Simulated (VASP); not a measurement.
Runs of VASP 6.6.1 on AgBr. The structure is that of space group Fm-3m (No. 225), or close to it. The cells are those of the table. 

```csv
task,level,potentials or basis,spin,cell,k mesh,cutoff (eV),smearing,grid for exact exchange (PRECFOCK),share of exact exchange,screening parameter,gap on the mesh (eV),pressure (GPa),relaxed volume (Å³/atom)
single point,HSE06,"VASP PAW PBE potentials, release 64 (Ag, Br)","non-collinear, zero start, SOC","a = 4.091 Å, angles 60.0°, 2 atoms",4 × 4 × 4,400,gaussian 0.01 eV,Normal,0.25,0.2079 1/Å,-,0.8,-
relaxation of cell and atoms,LDA,"VASP PAW LDA potentials, release 64 (Ag, Br)",off,"relaxed from a = 4.130 Å, angles 60.0°, 2 atoms",8 × 8 × 8,500,fermi-dirac 0.02 eV,-,-,-,0.42,0.0,(a)
single point,PBE,"VASP PAW PBE potentials, release 64 (Ag, Br)",off,"a = 4.130 Å, angles 60.0°, 2 atoms",8 × 8 × 8,500,fermi-dirac 0.02 eV,-,-,-,0.69,0.0,-
relaxation of cell and atoms,r2SCAN,"VASP PAW PBE potentials, release 64 (Ag, Br)",off,"relaxed from a = 4.130 Å, angles 60.0°, 2 atoms",8 × 8 × 8,550,fermi-dirac 0.02 eV,-,-,-,1.25,0.0,(b)
single point,PBEsol,"VASP PAW PBE potentials, release 64 (Ag, Br)",off,"a = 4.012 Å, angles 60.0°, 2 atoms",8 × 8 × 8,500,fermi-dirac 0.02 eV,-,-,-,0.50,0.0,-
```

Task: Estimate the missing entries.

Result: (a) 21.79; (b) 24.17.

Caveats: some runs use coarse meshes; the PAW data sets were made with another functional, which shifts forces and pressure a little (at least some runs).

A k mesh can miss the band edges, and rows without SOC leave out spin-orbit coupling on Ag, Br.
